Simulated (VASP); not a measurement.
# Be3Se2O (P4/mmm) in VASP: a series of runs

Runs on Be3Se2O. Level: PBE. Tasks: single point.

All numbers are computed with VASP 6.6.1; they aren't measurements. Logs are shortened: lines on timing, memory, paths and dates and some standing lists are left out, and cuts for length are marked.

## 1. The cell of the first run

The structure is tetragonal, space group P4/mmm (No. 123). Conventional cell: a = 4.774 Å, b = 4.774 Å, c = 3.824 Å, α = 90.00°, β = 90.00°, γ = 90.00°. Be (site symmetry 4/mmm) has 2 O at 1.91 Å within 2.5 Å. Within 2.5 Å of Be (site symmetry 4mm) lie 2 Be at 1.88 to 1.94 Å. Within 3.2 Å of Se (site symmetry mmm) lie 2 O at 2.39 Å and 8 Be at 2.58 to 3.06 Å. Within 2.5 Å of O (site symmetry 4/mmm) lie 2 Be at 1.91 Å and 4 Se at 2.39 Å.

## 2. Single point, PBE

Contents of INCAR:

```
PREC = Accurate
ENCUT = 600
EDIFF = 1E-6
ISMEAR = 0
SIGMA = 0.15
LREAL = False
LASPH = True
NELM = 120
ALGO = Normal
ISIF = 2
LWAVE = False
LCHARG = False
GGA = PE
NBANDS = 21
GGA_COMPAT = False
```

Contents of KPOINTS:

```
Automatic mesh
0
Gamma
  3 3 3
```

Contents of POSCAR:

```
Be3Se2O
1.0
    4.7740869361      0.0000000000      0.0000000000
    0.0000000000      4.7740869361      0.0000000000
    0.0000000000      0.0000000000      3.8235867269
Be Se O
3 2 1
Direct
    0.5000000000      0.5000000000      0.5000000000
    0.0000000000      0.0000000000      0.7464428702
    0.0000000000      0.0000000000      0.2535571298
    0.0000000000      0.5000000000      0.0000000000
    0.5000000000      0.0000000000      0.0000000000
    0.5000000000      0.5000000000      0.0000000000
```

Potentials or basis: VASP PAW PBE potentials, release 64 (Be, Se, O).

Launch:

```console
$ cat potpaw_PBE.64/Be/POTCAR potpaw_PBE.64/Se/POTCAR potpaw_PBE.64/O/POTCAR > POTCAR
$ mpirun -np 1 vasp_std > vasp.out
```

OUTCAR:

```text
PREC = Accurate
   ENCUT = 600
   EDIFF = 1E-6
   ISMEAR = 0
   LREAL = False
   LASPH = True
   NELM = 120
   ISIF = 2
   GGA = PE

 ion  position               nearest neighbor table
   1  0.500  0.500  0.500-   6 1.91   6 1.91
   2  0.000  0.000  0.746-   3 1.88   3 1.94   4 2.58   5 2.58   4 2.58   5 2.58
   3  0.000  0.000  0.254-   2 1.88   2 1.94   5 2.58   4 2.58   4 2.58   5 2.58
   4  0.000  0.500  0.000-   2 2.58   3 2.58   2 2.58   3 2.58
   5  0.500  0.000  0.000-   2 2.58   3 2.58   2 2.58   3 2.58
   6  0.500  0.500  0.000-   1 1.91   1 1.91

  LATTYP: Found a simple tetragonal cell.
 ALAT       =     4.7740869361
 C/A-ratio  =     0.8009042940

  Lattice vectors:

 A1 = (   4.7740869361,   0.0000000000,   0.0000000000)
 A2 = (   0.0000000000,   4.7740869361,   0.0000000000)
 A3 = (   0.0000000000,   0.0000000000,   3.8235867269)

Analysis of symmetry for initial positions (statically):
=====================================================================
 Subroutine PRICEL returns:
 Original cell was already a primitive cell.

 Routine SETGRP: Setting up the symmetry group for a
 simple tetragonal supercell.

 Subroutine GETGRP returns: Found 16 space group operations
 (whereof 16 operations were pure point group operations)
 out of a pool of 16 trial point group operations.

The static configuration has the point symmetry D_4h.

Analysis of symmetry for dynamics (positions and initial velocities):
=====================================================================
 Subroutine PRICEL returns:
 Original cell was already a primitive cell.

 Routine SETGRP: Setting up the symmetry group for a
 simple tetragonal supercell.

 Subroutine GETGRP returns: Found 16 space group operations
 (whereof 16 operations were pure point group operations)
 out of a pool of 16 trial point group operations.

The dynamic configuration has the point symmetry D_4h.

 Subroutine INISYM returns: Found 16 space group operations
 (whereof 16 operations are pure point group operations),
 and found     1 'primitive' translations

----------------------------------------------------------------------------------------

                                     Primitive cell

  volume of cell :      87.1468

  direct lattice vectors                    reciprocal lattice vectors
     4.774086936  0.000000000  0.000000000     0.209464137  0.000000000  0.000000000
     0.000000000  4.774086936  0.000000000     0.000000000  0.209464137  0.000000000
     0.000000000  0.000000000  3.823586727     0.000000000  0.000000000  0.261534541

  length of vectors
     4.774086936  4.774086936  3.823586727     0.209464137  0.209464137  0.261534541

  position of ions in fractional coordinates (direct lattice)
     0.500000000  0.500000000  0.500000000
     0.000000000  0.000000000  0.746442870
     0.000000000  0.000000000  0.253557130
     0.000000000  0.500000000  0.000000000
     0.500000000  0.000000000  0.000000000
     0.500000000  0.500000000  0.000000000

  ion indices of the primitive-cell ions
   primitive index   ion index
                 1           1
                 2           2
                 3           3
                 4           4
                 5           5
                 6           6

----------------------------------------------------------------------------------------

 KPOINTS: Automatic mesh

Automatic generation of k-mesh.
 Grid dimensions read from file:
 generate k-points for:    3    3    3

 Generating k-lattice:

  Cartesian coordinates                     Fractional coordinates (reciprocal lattice)
     0.069821379  0.000000000  0.000000000     0.333333333  0.000000000  0.000000000
     0.000000000  0.069821379  0.000000000     0.000000000  0.333333333  0.000000000
     0.000000000  0.000000000  0.087178180     0.000000000  0.000000000  0.333333333

  Length of vectors
     0.069821379  0.069821379  0.087178180

  Shift w.r.t. Gamma in fractional coordinates (k-lattice)
     0.000000000  0.000000000  0.000000000

 Subroutine IBZKPT returns following result:
 ===========================================

 Found      6 irreducible k-points:

 Following reciprocal coordinates:
            Coordinates               Weight
  0.000000  0.000000  0.000000      1.000000
  0.333333  0.000000  0.000000      4.000000
  0.333333  0.333333  0.000000      4.000000
  0.000000  0.000000  0.333333      2.000000
  0.333333  0.000000  0.333333      8.000000
  0.333333  0.333333  0.333333      8.000000
   k-points           NKPTS =      6   k-points in BZ     NKDIM =      6   number of bands    NBANDS=     21
   number of dos      NEDOS =    301   number of ions     NIONS =      6
   total plane-waves  NPLWV =  51200
   dimension x,y,z NGX =    40 NGY =   40 NGZ =   32
   dimension x,y,z NGXF=    80 NGYF=   80 NGZF=   64
   ions per type =               3   2   1
   NGX,Y,Z   is equivalent  to a cutoff of  13.93, 13.93, 13.91 a.u.
   NGXF,Y,Z  is equivalent  to a cutoff of  27.86, 27.86, 27.83 a.u.
 SYSTEM =  unknown system
   PREC   = accura    normal or accurate (medium, high low for compatibility)
   ISTART =      0    job   : 0-new  1-cont  2-samecut
   ICHARG =      2    charge: 1-file 2-atom 10-const
   ISPIN  =      1    spin polarized calculation?
   LNONCOLLINEAR =      F non collinear calculations
   LSORBIT =      F    spin-orbit coupling
   LASPH  =      T    aspherical Exc in radial PAW
   ENCUT  =  600.0 eV  44.10 Ry    6.64 a.u.   9.54  9.54  7.64*2*pi/ulx,y,z
   NELM   =    120;   NELMIN=  2; NELMDL= -5     # of ELM steps
   EDIFF  = 0.1E-05   stopping-criterion for ELM
   LREAL  =      F    real-space projection
   EDIFFG = 0.1E-04   stopping-criterion for IOM
   NSW    =      0    number of steps for IOM
   IBRION =     -1    ionic relax: 0-MD 1-quasi-New 2-CG
   NFREE  =      0    steps in history (QN), initial steepest desc. (CG)
   ISIF   =      2    stress and relaxation
   ISYM   =      2    0-nonsym 1-usesym 2-fastsym
   POTIM  = 0.5000    time-step for ionic-motion
   TEBEG  =    0.0;   TEEND  =   0.0 temperature during run
   PSTRESS=    0.0 pullay stress
   NELECT =      24.0000    total number of electrons
   NUPDOWN=      -1.0000    fix difference up-down
   EMIN   =  10.00;   EMAX   =-10.00  energy-range for DOS
   EFERMI =   0.00;   METHOD = LEGACY
   ISMEAR =     0;   SIGMA  =   0.15  broadening in eV -4-tet -1-fermi 0-gaus
   EFERMI_NEDOS =   21; number of points for ismear=-14 and -15
   IALGO  =     38    algorithm
   IMIX   =      4    mixing-type and parameters
     AMIX     =   0.40;   BMIX     =  1.00
     AMIX_MAG =   1.60;   BMIX_MAG =  1.00
  volume/ion in A,a.u.               =      14.52        98.02
  Fermi-wavevector in a.u.,A,eV,Ry     =   1.065111  2.012767 15.435274  1.134461
  Thomas-Fermi vector in A             =   2.200651
   LORBIT       =      0    0 simple, 1 ext, 2 COOP (PROOUT), +10 PAW based schemes
   GGA     = PE    functional components
   LHFCALC =     F    Hartree Fock is set to
   AEXX    =    0.0000 exact exchange contribution
   IVDW    =     0    specifies the selected vdW correction
   LEPSILON=     F    determine dielectric tensor
   LRPA    =     F    only Hartree local field effects (RPA)
 non-spin polarized calculation
 Gauss-broadening in eV      SIGMA  =   0.15
  energy-cutoff  :      600.00
  volume of cell :       87.15
 maximum number of plane-waves:      2928
 NGX is ok and might be reduce to    40
   NGX = 19   NGY = 19   NGZ = 15

 number of electron      24.0000002 magnetization

 Free energy of the ion-electron system (eV)
  ---------------------------------------------------
  ext. energy  EPLUGINS =         0.00000000
  ---------------------------------------------------
  free energy    TOTEN  =       -20.81974524 eV

  energy without entropy =      -20.80096067  energy(sigma->0) =      -20.81035295

 E-fermi :   4.8542     XC(G=0):  -9.8196

 val. band max:        4.8504155271   @ k =   0.3333   0.3333   0.0000
 cond. band min:       5.0787439250   @ k =   0.3333   0.3333   0.3333
 fundamental gap:      0.2283283980
 Fermi energy:         4.8542167291

 k-point     1 :       0.0000    0.0000    0.0000
  band No.  band energies     occupation
      1     -14.9871      2.00000
      2      -8.9606      2.00000
      3      -7.9382      2.00000
      4      -2.7362      2.00000
      5      -2.7362      2.00000
      6      -1.8167      2.00000
      7       0.8123      2.00000
      8       0.8123      2.00000
      9       2.1952      2.00000
     10       3.0013      2.00000
     11       3.0785      2.00000
     12       3.9810      2.00000
     13       6.0680      0.00000
     14       6.3442      0.00000
     15       6.3442      0.00000
     16       9.0120      0.00000
     17       9.0120      0.00000
     18       9.3988      0.00000
     19      10.5461      0.00000
     20      10.5461      0.00000
     21      11.7680      0.00000

 k-point     2 :       0.3333    0.0000    0.0000
  band No.  band energies     occupation
      1     -14.9008      2.00000
      2      -9.1685      2.00000
      3      -8.3556      2.00000
      4      -2.3857      2.00000
      5      -1.7094      2.00000
      6      -1.0813      2.00000
      7      -0.2070      2.00000
      8       0.0549      2.00000
      9       2.9514      2.00000
     10       3.0040      2.00000
     11       3.5259      2.00000
     12       3.7665      2.00000
     13       5.4372      0.00000
     14       6.0423      0.00000
     15       6.0518      0.00000
     16       8.3148      0.00000
     17       9.2117      0.00000
     18       9.4618      0.00000
     19      10.8459      0.00000
     20      10.9344      0.00000
     21      11.3670      0.00000

 k-point     3 :       0.3333    0.3333    0.0000
  band No.  band energies     occupation
      1     -14.8184      2.00000
      2      -9.1061      2.00000
      3      -8.8883      2.00000
      4      -2.6688      2.00000
      5      -1.6048      2.00000
      6      -0.6850      2.00000
      7      -0.1148      2.00000
      8       2.3892      2.00000
      9       2.8672      2.00000
     10       2.9566      2.00000
     11       3.1655      2.00000
     12       3.6735      2.00000
     13       4.8504      1.02859
     14       5.4817      0.00000
     15       6.3029      0.00000
     16       6.9883      0.00000
     17       8.0857      0.00000
     18       9.2944      0.00000
     19       9.8553      0.00000
     20      10.3699      0.00000
     21      13.0435      0.00000

 k-point     4 :       0.0000    0.0000    0.3333
  band No.  band energies     occupation
      1     -14.9662      2.00000
      2      -8.7179      2.00000
      3      -7.7397      2.00000
      4      -2.8204      2.00000
      5      -2.3955      2.00000
      6      -2.3955      2.00000
      7       0.6164      2.00000
      8       1.1786      2.00000
      9       1.1786      2.00000
     10       2.3446      2.00000
     11       2.8491      2.00000
     12       5.3045      0.00002
     13       5.3045      0.00002
     14       5.5408      0.00000
     15       6.8609      0.00000
     16       6.8609      0.00000
     17       7.7923      0.00000
     18       9.2723      0.00000
     19       9.2723      0.00000
     20      10.1979      0.00000
     21      12.9364      0.00000

 k-point     5 :       0.3333    0.0000    0.3333
  band No.  band energies     occupation
      1     -14.8874      2.00000
      2      -8.9174      2.00000
      3      -8.1315      2.00000
      4      -2.5045      2.00000
      5      -2.0841      2.00000
      6      -0.7499      2.00000
      7       0.0084      2.00000
      8       0.2816      2.00000
      9       0.5019      2.00000
     10       1.6474      2.00000
     11       4.1587      2.00000
     12       4.6450      1.95142
     13       5.7696      0.00000
     14       5.9245      0.00000
     15       6.6976      0.00000
     16       7.2919      0.00000
     17       7.8164      0.00000
     18       8.6273      0.00000
     19       9.8716      0.00000
     20      11.7663      0.00000
     21      12.6953      0.00000

 k-point     6 :       0.3333    0.3333    0.3333
  band No.  band energies     occupation
      1     -14.8123      2.00000
      2      -8.8567      2.00000
      3      -8.6459      2.00000
      4      -2.2588      2.00000
      5      -2.2263      2.00000
      6      -0.3515      2.00000
      7       0.0720      2.00000
      8       0.4156      2.00000
      9       0.8300      2.00000
     10       2.8123      2.00000
     11       3.1582      2.00000
     12       3.6054      2.00000
     13       5.0787      0.03427
     14       6.2728      0.00000
     15       6.6948      0.00000
     16       8.3848      0.00000
     17       8.8032      0.00000
     18       9.3509      0.00000
     19       9.5416      0.00000
     20      11.1187      0.00000
     21      11.5545      0.00000

------------------------ aborting loop because EDIFF is reached ----------------------------------------

  FORCE on cell =-STRESS in cart. coord.  units (eV):
  Direction    XX          YY          ZZ          XY          YZ          ZX
  --------------------------------------------------------------------------------------
  -------------------------------------------------------------------------------------
  Total       -0.0782592     -0.0782592     -0.1055887      0.0000000      0.0000000     -0.0000000
  in kB       -1.4387795     -1.4387795     -1.9412270      0.0000000      0.0000000     -0.0000000
  external PRESSURE =      -1.6062620 kB  Pullay stress =       0.0000000 kB

 VOLUME and BASIS-vectors are now :
 -----------------------------------------------------------------------------
  energy-cutoff  :      600.00
  volume of cell :       87.15
      direct lattice vectors                 reciprocal lattice vectors
     4.774086936  0.000000000  0.000000000     0.209464137  0.000000000  0.000000000
     0.000000000  4.774086936  0.000000000     0.000000000  0.209464137  0.000000000
     0.000000000  0.000000000  3.823586727     0.000000000  0.000000000  0.261534541

 POSITION                                       TOTAL-FORCE (eV/Angst)
 -----------------------------------------------------------------------------------
      2.38704      2.38704      1.91179         0.000000      0.000000      0.000000
      0.00000      0.00000      2.85409        -0.000000     -0.000000     -0.026564
      0.00000      0.00000      0.96950         0.000000      0.000000      0.026564
      0.00000      2.38704      0.00000         0.000000      0.000000      0.000000
      2.38704      0.00000      0.00000         0.000000      0.000000      0.000000
      2.38704      2.38704      0.00000         0.000000      0.000000      0.000000
 -----------------------------------------------------------------------------------
    total drift:                                0.000000      0.000000     -0.000000

  FREE ENERGIE OF THE ION-ELECTRON SYSTEM (eV)
  ---------------------------------------------------
  free  energy   TOTEN  =       -20.8197452355 eV

  energy  without entropy=      -20.8009606690  energy(sigma->0) =      -20.81035295
```

Wall time 18 s (1 thread of Intel Xeon Platinum 8375C at 2.90GHz (Ice Lake), shared host); peak memory 0.22 GiB.

Results:

```
Free energy            : -20.8197 eV
Pressure               : -0.2 GPa
Largest force          : 0.027 eV/Å
Band gap on the k mesh : zero (band 12 reaches 5.30 eV, above the bottom of band 13 at 4.85 eV)
```

Forces on the atoms (eV/Å):
```
Be   0.000  0.000  0.000
Be   0.000  0.000 -0.027
Be   0.000  0.000  0.027
Se   0.000  0.000  0.000
Se   0.000  0.000  0.000
O    0.000  0.000  0.000
```

Caveat: the k points lie up to 0.55 Å⁻¹ apart.

## 3. Single point, PBE

This run uses another cell than the first one, of 15.78 Å³/atom, 1.086 times its volume.

Contents of INCAR:

```
PREC = Accurate
ENCUT = 600
EDIFF = 1E-6
ISMEAR = 0
SIGMA = 0.15
LREAL = F
LASPH = T
NELM = 120
ALGO = Normal
ISIF = 2
LWAVE = F
LCHARG = F
GGA = PE
NBANDS = 21
GGA_COMPAT = F
```

Contents of KPOINTS:

```
Automatic mesh
0
Gamma
  3 3 2
```

Contents of POSCAR:

```
Be3Se2O
1.0
    3.8652147029      0.0000000000      0.0000000000
    0.0000000000      3.8652147029      0.0000000000
    0.0000000000      0.0000000000      6.3354716626
Be Se O
3 2 1
Direct
    0.5000000000      0.0000000000      0.5000000000
    0.0000000000      0.5000000000      0.5000000000
    0.0000000000      0.0000000000      0.5000000000
    0.5000000000      0.5000000000      0.0000000000
    0.0000000000      0.0000000000      0.0000000000
    0.5000000000      0.5000000000      0.5000000000
```

Potentials or basis: VASP PAW PBE potentials, release 64 (Be, Se, O).

Launch:

```console
$ cat potpaw_PBE.64/Be/POTCAR potpaw_PBE.64/Se/POTCAR potpaw_PBE.64/O/POTCAR > POTCAR
$ mpirun -np 1 vasp_std > vasp.out
```

It took 24 s on 1 thread of Intel Xeon Platinum 8375C at 2.90GHz (Ice Lake), shared host; peak memory 0.23 GiB.

The run converged. Its results:

```
Free energy            : -19.8578 eV
Pressure               : 0.3 GPa
Band gap on the k mesh : zero (band 12 reaches 4.37 eV, above the bottom of band 13 at 3.17 eV)
```

Stress tensor (GPa, compression positive):
```
 0.58  0.00  0.00
 0.00  0.58  0.00
 0.00  0.00 -0.20
```

Levels at points of the mesh, in eV from the Fermi level:
| k point | band 8 | band 9 | band 10 | band 11 | band 12 | band 13 | band 14 | band 15 |
| --- | --- | --- | --- | --- | --- | --- | --- | --- |
| (0.00, 0.00, 0.00) | -4.20 | -4.20 | -2.49 | 0.30 | 0.92 | 0.92 | 2.74 | 2.95 |
| (0.00, 0.00, 0.50) | -4.25 | -4.03 | -2.33 | 0.51 | 0.87 | 0.88 | 0.88 | 2.92 |

Caveat: the k points lie up to 0.54 Å⁻¹ apart.
